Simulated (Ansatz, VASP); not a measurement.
One calculation of W, two programs

Contents of INCAR:

```
ALGO = Normal
EDIFF = 1E-8
ENCUT = 520
GGA = PS
ISIF = 2
ISMEAR = -1
LASPH = True
LCHARG = False
LEFG = True
LREAL = False
LWAVE = False
NBANDS = 21
NELM = 80
PREC = Accurate
SIGMA = 0.05
```

File KPOINTS:

```
k-points
0
Gamma
  12 12 7
```

Contents of POSCAR:

```
W
1.0
    2.8445100090      0.0000000000      0.0000000000
   -1.4222550045      2.4634179291      0.0000000000
    0.0000000000      0.0000000000      4.6081062146
W
2
Direct
    0.3333333333      0.6666666667      0.2500000000
    0.6666666667      0.3333333333      0.7500000000
```

Input for Ansatz:

```yaml
crystal:
  lattice:
    - [2.844510009, 0.0, 0.0]
    - [-1.4222550045, 2.4634179291, 0.0]
    - [0.0, 0.0, 4.6081062146]
  atoms:
    - { symbol: W, position: [0.3333333333, 0.6666666667, 0.25] }
    - { symbol: W, position: [0.6666666667, 0.3333333333, 0.75] }
kpoints:
  mp_grid: { grid: [12, 12, 7] }
scf:
  occupations: { method: fermi_dirac, width: 0.05 }
  lower_state_search: standard
hamiltonian:
  xc: pbesol
  pseudopotentials: { kind: all_electron, datasets: crystal }
output:
  forces: true
  stress: true
  eigenvalues: true
  efg: { contact_densities: true }
```

Alike in both runs: task electric field gradients; functional PBEsol; k mesh 12 × 12 × 7; occupations fermi-dirac, width 0.05 eV; no spin polarisation.

```csv
,VASP,Ansatz
version,VASP 6.6.1,Ansatz 0.2.0
potentials or method,"VASP PAW PBE potentials, release 64 (W_sv), cutoff 520 eV","all-electron PAW with datasets made for the crystal, scalar-relativistic"
```

```tsv
	VASP	Ansatz	Ansatz less VASP
gap on the k mesh at the Fermi level (eV)	none	none	-
pressure (GPa)	-3.0	-3.6	-0.56
traceless stress, the component that is largest in VASP (GPa)	8.99	8.77	-0.214
```

VASP's potentials were made for PBE, not for PBEsol. A gap of «none» marks a metal or a gap that the smearing closes. Ansatz ran all-electron here, and VASP with PAW potentials.

Spin-orbit coupling is off throughout.
